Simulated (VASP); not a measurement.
# C in VASP: notebook

Runs on C. Level: LDA. Tasks: single point.

Everything below comes from runs of VASP 6.6.1. Logs are shortened: lines on timing, memory, paths and dates and some standing lists are left out, and cuts for length are marked.

### 1 The cell of the first run

The cell holds a slab with vacuum, 6 atoms: a = 2.497 Å, b = 3.532 Å, c = 18.497 Å, α = 90.00°, β = 90.00°, γ = 90.00°.

### 2 Single point, LDA

Input file INCAR:

```
PREC = Accurate
ENCUT = 520
EDIFF = 1E-6
ISMEAR = -1
SIGMA = 0.02
LREAL = False
LASPH = True
NELM = 60
ALGO = Normal
ISIF = 2
LWAVE = False
LCHARG = True
LDIPOL = True
IDIPOL = 3
DIPOL = 0.5 0.5 0.500
LELF = True
LVHAR = True
LVACPOTAV = True
NBANDS = 21
```

Input file KPOINTS:

```
Automatic mesh
0
Gamma
  10 7 1
```

Input file POSCAR:

```
C
1.0
    2.4973051747      0.0000000000      0.0000000000
    0.0000000000      3.5317228474      0.0000000000
    0.0000000000      0.0000000000     18.4973000000
C
6
Direct
    0.7500000000      0.1250000000      0.4324954135
    0.2500000000      0.8750000000      0.4324954135
    0.2500000000      0.6250000000      0.5000000000
    0.7500000000      0.3750000000      0.5000000000
    0.7500000000      0.1250000000      0.5675045865
    0.2500000000      0.8750000000      0.5675045865
```

Potentials or basis: VASP PAW LDA potentials, release 64 (C).

The run is started by

```sh
> cat potpaw_LDA.64/C/POTCAR > POTCAR
> mpirun -np 1 vasp_std > vasp.out
```

OUTCAR:

```text
PREC = Accurate
   ENCUT = 520
   EDIFF = 1E-6
   ISMEAR = -1
   LREAL = False
   LASPH = True
   NELM = 60
   ISIF = 2

 ion  position               nearest neighbor table
   1  0.750  0.125  0.432-   2 1.53   2 1.53   4 1.53
   2  0.250  0.875  0.432-   1 1.53   1 1.53   3 1.53
   3  0.250  0.625  0.500-   4 1.53   4 1.53   6 1.53   2 1.53
   4  0.750  0.375  0.500-   3 1.53   3 1.53   5 1.53   1 1.53
   5  0.750  0.125  0.568-   6 1.53   6 1.53   4 1.53
   6  0.250  0.875  0.568-   5 1.53   5 1.53   3 1.53

  LATTYP: Found a simple orthorhombic cell.
 ALAT       =     2.4973051747
 B/A-ratio  =     1.4142135624
 C/A-ratio  =     7.4069041251

  Lattice vectors:

 A1 = (   2.4973051747,   0.0000000000,   0.0000000000)
 A2 = (   0.0000000000,   3.5317228474,   0.0000000000)
 A3 = (   0.0000000000,   0.0000000000,  18.4973000000)

Analysis of symmetry for initial positions (statically):
=====================================================================
 Subroutine PRICEL returns:
 Original cell was already a primitive cell.

 Routine SETGRP: Setting up the symmetry group for a
 simple orthorhombic supercell.

 Subroutine GETGRP returns: Found  8 space group operations
 (whereof  4 operations were pure point group operations)
 out of a pool of  8 trial point group operations.

The static configuration has the point symmetry C_2h.
 The point group associated with its full space group is D_2h.

Analysis of symmetry for dynamics (positions and initial velocities):
=====================================================================
 Subroutine PRICEL returns:
 Original cell was already a primitive cell.

 Routine SETGRP: Setting up the symmetry group for a
 simple orthorhombic supercell.

 Subroutine GETGRP returns: Found  8 space group operations
 (whereof  4 operations were pure point group operations)
 out of a pool of  8 trial point group operations.

The dynamic configuration has the point symmetry C_2h.
 The point group associated with its full space group is D_2h.

 Subroutine INISYM returns: Found  8 space group operations
 (whereof  4 operations are pure point group operations),
 and found     1 'primitive' translations

----------------------------------------------------------------------------------------

                                     Primitive cell

  volume of cell :     163.1423

  direct lattice vectors                    reciprocal lattice vectors
     2.497305175  0.000000000  0.000000000     0.400431637  0.000000000  0.000000000
     0.000000000  3.531722847  0.000000000     0.000000000  0.283147926  0.000000000
     0.000000000  0.000000000 18.497300000     0.000000000  0.000000000  0.054061944

  length of vectors
     2.497305175  3.531722847 18.497300000     0.400431637  0.283147926  0.054061944

  position of ions in fractional coordinates (direct lattice)
     0.750000000  0.125000000  0.432495413
     0.250000000  0.875000000  0.432495413
     0.250000000  0.625000000  0.500000000
     0.750000000  0.375000000  0.500000000
     0.750000000  0.125000000  0.567504587
     0.250000000  0.875000000  0.567504587

  ion indices of the primitive-cell ions
   primitive index   ion index
                 1           1
                 2           2
                 3           3
                 4           4
                 5           5
                 6           6

----------------------------------------------------------------------------------------

 KPOINTS: Automatic mesh

Automatic generation of k-mesh.
 Grid dimensions read from file:
 generate k-points for:   10    7    1

 Generating k-lattice:

  Cartesian coordinates                     Fractional coordinates (reciprocal lattice)
     0.040043164  0.000000000  0.000000000     0.100000000  0.000000000  0.000000000
     0.000000000  0.040449704  0.000000000     0.000000000  0.142857143  0.000000000
     0.000000000  0.000000000  0.054061944     0.000000000  0.000000000  1.000000000

  Length of vectors
     0.040043164  0.040449704  0.054061944

  Shift w.r.t. Gamma in fractional coordinates (k-lattice)
     0.000000000  0.000000000  0.000000000

 Subroutine IBZKPT returns following result:
 ===========================================

 Found     24 irreducible k-points:

 Following reciprocal coordinates:
            Coordinates               Weight
  0.000000  0.000000  0.000000      1.000000
  0.100000  0.000000  0.000000      2.000000
  0.200000  0.000000  0.000000      2.000000
  0.300000  0.000000  0.000000      2.000000
  0.400000  0.000000  0.000000      2.000000
  0.500000  0.000000  0.000000      1.000000
[... 16 lines left out ...]
  0.400000  0.428571  0.000000      4.000000
  0.500000  0.428571  0.000000      2.000000
   k-points           NKPTS =     24   k-points in BZ     NKDIM =     24   number of bands    NBANDS=     21
   number of dos      NEDOS =    301   number of ions     NIONS =      6
   total plane-waves  NPLWV =  78400
   dimension x,y,z NGX =    20 NGY =   28 NGZ =  140
   dimension x,y,z NGXF=    40 NGYF=   56 NGZF=  280
   ions per type =               6
   NGX,Y,Z   is equivalent  to a cutoff of  13.31, 13.18, 12.58 a.u.
   NGXF,Y,Z  is equivalent  to a cutoff of  26.63, 26.36, 25.17 a.u.
 SYSTEM =  unknown system
   PREC   = accura    normal or accurate (medium, high low for compatibility)
   ISTART =      0    job   : 0-new  1-cont  2-samecut
   ICHARG =      2    charge: 1-file 2-atom 10-const
   ISPIN  =      1    spin polarized calculation?
   LNONCOLLINEAR =      F non collinear calculations
   LSORBIT =      F    spin-orbit coupling
   LASPH  =      T    aspherical Exc in radial PAW
   ENCUT  =  520.0 eV  38.22 Ry    6.18 a.u.   4.64  6.57 34.39*2*pi/ulx,y,z
   NELM   =     60;   NELMIN=  2; NELMDL= -5     # of ELM steps
   EDIFF  = 0.1E-05   stopping-criterion for ELM
   LREAL  =      F    real-space projection
   EDIFFG = 0.1E-04   stopping-criterion for IOM
   NSW    =      0    number of steps for IOM
   IBRION =     -1    ionic relax: 0-MD 1-quasi-New 2-CG
   NFREE  =      0    steps in history (QN), initial steepest desc. (CG)
   ISIF   =      2    stress and relaxation
   ISYM   =      2    0-nonsym 1-usesym 2-fastsym
   POTIM  = 0.5000    time-step for ionic-motion
   TEBEG  =    0.0;   TEEND  =   0.0 temperature during run
   PSTRESS=    0.0 pullay stress
   NELECT =      24.0000    total number of electrons
   NUPDOWN=      -1.0000    fix difference up-down
   EMIN   =  10.00;   EMAX   =-10.00  energy-range for DOS
   EFERMI =   0.00;   METHOD = LEGACY
   ISMEAR =    -1;   SIGMA  =   0.02  broadening in eV -4-tet -1-fermi 0-gaus
   EFERMI_NEDOS =   21; number of points for ismear=-14 and -15
   IALGO  =     38    algorithm
   IMIX   =      4    mixing-type and parameters
     AMIX     =   0.40;   BMIX     =  1.00
     AMIX_MAG =   1.60;   BMIX_MAG =  1.00
  volume/ion in A,a.u.               =      27.19       183.49
  Fermi-wavevector in a.u.,A,eV,Ry     =   0.864217  1.633134 10.161809  0.746872
  Thomas-Fermi vector in A             =   1.982282
   LORBIT       =      0    0 simple, 1 ext, 2 COOP (PROOUT), +10 PAW based schemes
   GGA     = CA    functional components
   LHFCALC =     F    Hartree Fock is set to
   AEXX    =    0.0000 exact exchange contribution
   IVDW    =     0    specifies the selected vdW correction
   LEPSILON=     F    determine dielectric tensor
   LRPA    =     F    only Hartree local field effects (RPA)
 non-spin polarized calculation
  energy-cutoff  :      520.00
  volume of cell :      163.14
 maximum number of plane-waves:      4426
 NGX is ok and might be reduce to    20
   NGX =  9   NGY = 13   NGZ = 69

 number of electron      24.0000004 magnetization

 dipolmoment           0.000000      0.000000     -0.000000 electrons x Angstroem

 Free energy of the ion-electron system (eV)
  ---------------------------------------------------
  ext. energy  EPLUGINS =         0.00000000
  ---------------------------------------------------
  free energy    TOTEN  =       -53.12535385 eV

  energy without entropy =      -53.12118409  energy(sigma->0) =      -53.12326897

 E-fermi :  -3.0317     XC(G=0):  -3.9192

 val. band max:       -3.0752629668   @ k =   0.4000   0.0000   0.0000
 cond. band min:      -3.0237000015   @ k =   0.4000   0.2857   0.0000
 fundamental gap:      0.0515629653
 Fermi energy:        -3.0316666214

 k-point     1 :       0.0000    0.0000    0.0000
  band No.  band energies     occupation
      1     -22.9772      2.00000
      2     -18.7663      2.00000
      3     -15.5069      2.00000
      4     -14.1671      2.00000
      5     -10.0651      2.00000
      6      -9.9392      2.00000
[... 13 lines left out ...]
     20       4.9615      0.00000
     21       5.6323      0.00000

 k-point     2 :       0.1000    0.0000    0.0000
  band No.  band energies     occupation
      1     -22.7923      2.00000
      2     -18.5901      2.00000
      3     -15.3471      2.00000
      4     -14.1013      2.00000
      5      -9.9338      2.00000
      6      -9.7920      2.00000
[... 13 lines left out ...]
     20       5.1944      0.00000
     21       5.9118      0.00000

 k-point     3 :       0.2000    0.0000    0.0000
  band No.  band energies     occupation
      1     -22.2399      2.00000
      2     -18.0628      2.00000
      3     -14.8687      2.00000
      4     -14.0937      2.00000
      5     -10.6522      2.00000
      6      -9.5988      2.00000
[... 13 lines left out ...]
     20       5.9188      0.00000
     21       6.6173      0.00000

 k-point     4 :       0.3000    0.0000    0.0000
  band No.  band energies     occupation
      1     -21.3268      2.00000
      2     -17.1904      2.00000
      3     -14.9502      2.00000
      4     -14.0752      2.00000
      5     -11.3655      2.00000
      6     -10.8080      2.00000
[... 13 lines left out ...]
     20       6.9079      0.00000
     21       7.0730      0.00000

 k-point     5 :       0.4000    0.0000    0.0000
  band No.  band energies     occupation
      1     -20.0682      2.00000
      2     -16.6954      2.00000
      3     -15.9847      2.00000
      4     -12.9740      2.00000
      5     -12.6910      2.00000
      6     -10.8414      2.00000
[... 13 lines left out ...]
     20       6.6551      0.00000
     21       7.4594      0.00000

 k-point     6 :       0.5000    0.0000    0.0000
  band No.  band energies     occupation
      1     -18.4967      2.00000
      2     -18.4967      2.00000
      3     -14.4682      2.00000
      4     -14.4682      2.00000
      5     -11.5792      2.00000
      6     -11.5792      2.00000
[... 13 lines left out ...]
     20       7.5508      0.00000
     21       8.1490      0.00000

 k-point     7 :       0.0000    0.1429    0.0000
  band No.  band energies     occupation
      1     -22.7910      2.00000
      2     -18.6367      2.00000
      3     -16.7994      2.00000
      4     -13.1610      2.00000
      5     -11.4350      2.00000
      6      -9.4561      2.00000
[... 13 lines left out ...]
     20       5.2326      0.00000
     21       5.8575      0.00000
[... 291 lines left out ...]
      1     -21.1437      2.00000
      2     -19.8914      2.00000
      3     -17.7707      2.00000
      4     -13.6896      2.00000
      5     -11.6228      2.00000
      6      -8.2012      2.00000
[... 13 lines left out ...]
     20       6.4999      0.00000
     21       6.6247      0.00000

 k-point    21 :       0.2000    0.4286    0.0000
  band No.  band energies     occupation
      1     -20.6062      2.00000
      2     -19.3718      2.00000
      3     -17.2684      2.00000
      4     -13.1974      2.00000
      5     -11.4460      2.00000
      6      -9.9633      2.00000
[... 13 lines left out ...]
     20       6.8635      0.00000
     21       7.4398      0.00000

 k-point    22 :       0.3000    0.4286    0.0000
  band No.  band energies     occupation
      1     -19.7238      2.00000
      2     -18.5301      2.00000
      3     -16.4375      2.00000
      4     -12.6691      2.00000
      5     -12.4747      2.00000
      6     -11.5956      2.00000
[... 13 lines left out ...]
     20       7.2396      0.00000
     21       7.6654      0.00000

 k-point    23 :       0.4000    0.4286    0.0000
  band No.  band energies     occupation
      1     -18.5366      2.00000
      2     -17.4805      2.00000
      3     -15.2924      2.00000
      4     -14.5284      2.00000
      5     -13.5350      2.00000
      6     -12.4250      2.00000
[... 13 lines left out ...]
     20       7.8922      0.00000
     21       8.0097      0.00000

 k-point    24 :       0.5000    0.4286    0.0000
  band No.  band energies     occupation
      1     -17.2834      2.00000
      2     -17.2834      2.00000
      3     -15.0440      2.00000
      4     -15.0440      2.00000
      5     -13.8736      2.00000
      6     -13.8736      2.00000
[... 13 lines left out ...]
     20       7.7313      0.00000
     21       8.9269      0.00000

------------------------ aborting loop because EDIFF is reached ----------------------------------------

  FORCE on cell =-STRESS in cart. coord.  units (eV):
  Direction    XX          YY          ZZ          XY          YZ          ZX
  --------------------------------------------------------------------------------------
  -------------------------------------------------------------------------------------
  Total       -4.6136220     -7.4852303     -4.6339900      0.0000000      0.0000000      0.0000000
  in kB      -45.3091607    -73.5104660    -45.5091898      0.0000000      0.0000000      0.0000000
  external PRESSURE =     -54.7762722 kB  Pullay stress =       0.0000000 kB

 VOLUME and BASIS-vectors are now :
 -----------------------------------------------------------------------------
  energy-cutoff  :      520.00
  volume of cell :      163.14
      direct lattice vectors                 reciprocal lattice vectors
     2.497305175  0.000000000  0.000000000     0.400431637  0.000000000  0.000000000
     0.000000000  3.531722847  0.000000000     0.000000000  0.283147926  0.000000000
     0.000000000  0.000000000 18.497300000     0.000000000  0.000000000  0.054061944

 POSITION                                       TOTAL-FORCE (eV/Angst)
 -----------------------------------------------------------------------------------
      1.87298      0.44147      8.00000        -0.000000     -4.569270      0.917714
      0.62433      3.09026      8.00000         0.000000      4.569270      0.917714
      0.62433      2.20733      9.24865        -0.000000     -1.201521      0.000000
      1.87298      1.32440      9.24865        -0.000000      1.201521      0.000000
      1.87298      0.44147     10.49730        -0.000000     -4.569270     -0.917714
      0.62433      3.09026     10.49730         0.000000      4.569270     -0.917714
 -----------------------------------------------------------------------------------
    total drift:                                0.000000      0.000000      0.000000

  FREE ENERGIE OF THE ION-ELECTRON SYSTEM (eV)
  ---------------------------------------------------
  free  energy   TOTEN  =       -53.1253538468 eV

  energy  without entropy=      -53.1211840854  energy(sigma->0) =      -53.12326897

 vacuum level on the upper side and lower side of the slab         3.307         3.307
```

It took 2.4 min on 1 thread of Intel Xeon Platinum 8488C (Sapphire Rapids), shared host; peak memory 0.23 GiB.

What came out:

```yaml
Free_energy: -53.1254 eV
Largest_force: 4.661 eV/Å
Band_gap_on_the_k_mesh: zero (band 12 reaches -2.76 eV, above the bottom of band 13 at -3.08 eV)
```

Forces on the atoms (eV/Å):
```
C    0.000 -4.569  0.918
C    0.000  4.569  0.918
C    0.000 -1.202  0.000
C    0.000  1.202  0.000
C    0.000 -4.569 -0.918
C    0.000  4.569 -0.918
```

### 3 Single point, LDA

Input file INCAR:

```
SYSTEM = C
ALGO = Normal
DIPOL = 0.5 0.5 0.500
EDIFF = 1E-6
ENCUT = 520
IDIPOL = 3
ISIF = 2
ISMEAR = -1
LASPH = .TRUE.
LCHARG = .FALSE.
LDIPOL = .TRUE.
LREAL = .FALSE.
LWAVE = .FALSE.
NBANDS = 21
NELM = 100
PREC = Accurate
SIGMA = 0.02
```

Input file KPOINTS:

```
k-points
0
G
  10 7 1
  0 0 0
```

POSCAR is that of step 2.

Potentials or basis: VASP PAW LDA potentials, release 64 (C).

The run is started by

```sh
> cat potpaw_LDA.64/C/POTCAR > POTCAR
> mpirun -np 1 vasp_std > vasp.out
```

OUTCAR:

```text
SYSTEM = C
   EDIFF = 1E-6
   ENCUT = 520
   ISIF = 2
   ISMEAR = -1
   LASPH = .TRUE.
   LREAL = .FALSE.
   NELM = 100
   PREC = Accurate

 ion  position               nearest neighbor table
   1  0.750  0.125  0.432-   2 1.53   2 1.53   4 1.53
   2  0.250  0.875  0.432-   1 1.53   1 1.53   3 1.53
   3  0.250  0.625  0.500-   4 1.53   4 1.53   6 1.53   2 1.53
   4  0.750  0.375  0.500-   3 1.53   3 1.53   5 1.53   1 1.53
   5  0.750  0.125  0.568-   6 1.53   6 1.53   4 1.53
   6  0.250  0.875  0.568-   5 1.53   5 1.53   3 1.53

  LATTYP: Found a simple orthorhombic cell.
 ALAT       =     2.4973051747
 B/A-ratio  =     1.4142135624
[... 784 lines left out ...]
  Total       -4.6136220     -7.4852303     -4.6339900      0.0000000      0.0000000      0.0000000
  in kB      -45.3091607    -73.5104660    -45.5091898      0.0000000      0.0000000      0.0000000
  external PRESSURE =     -54.7762722 kB  Pullay stress =       0.0000000 kB

 VOLUME and BASIS-vectors are now :
 -----------------------------------------------------------------------------
  energy-cutoff  :      520.00
  volume of cell :      163.14
      direct lattice vectors                 reciprocal lattice vectors
     2.497305175  0.000000000  0.000000000     0.400431637  0.000000000  0.000000000
     0.000000000  3.531722847  0.000000000     0.000000000  0.283147926  0.000000000
     0.000000000  0.000000000 18.497300000     0.000000000  0.000000000  0.054061944

 POSITION                                       TOTAL-FORCE (eV/Angst)
 -----------------------------------------------------------------------------------
      1.87298      0.44147      8.00000        -0.000000     -4.569270      0.917714
      0.62433      3.09026      8.00000         0.000000      4.569270      0.917714
      0.62433      2.20733      9.24865        -0.000000     -1.201521      0.000000
      1.87298      1.32440      9.24865        -0.000000      1.201521      0.000000
      1.87298      0.44147     10.49730        -0.000000     -4.569270     -0.917714
      0.62433      3.09026     10.49730         0.000000      4.569270     -0.917714
 -----------------------------------------------------------------------------------
    total drift:                                0.000000      0.000000      0.000000

  FREE ENERGIE OF THE ION-ELECTRON SYSTEM (eV)
  ---------------------------------------------------
  free  energy   TOTEN  =       -53.1253538468 eV

  energy  without entropy=      -53.1211840854  energy(sigma->0) =      -53.12326897

 vacuum level on the upper side and lower side of the slab         3.202         3.202
```

It took 2.4 min on 1 thread of Intel Xeon Platinum 8488C (Sapphire Rapids), shared host; peak memory 0.23 GiB.

Results:

```
Free energy            : -53.1254 eV
Largest force          : 4.661 eV/Å
Band gap on the k mesh : zero (band 12 reaches -2.76 eV, above the bottom of band 13 at -3.08 eV)
```

Forces on the atoms (eV/Å):
```
C    0.000 -4.569  0.918
C    0.000  4.569  0.918
C    0.000 -1.202  0.000
C    0.000  1.202  0.000
C    0.000 -4.569 -0.918
C    0.000  4.569 -0.918
```
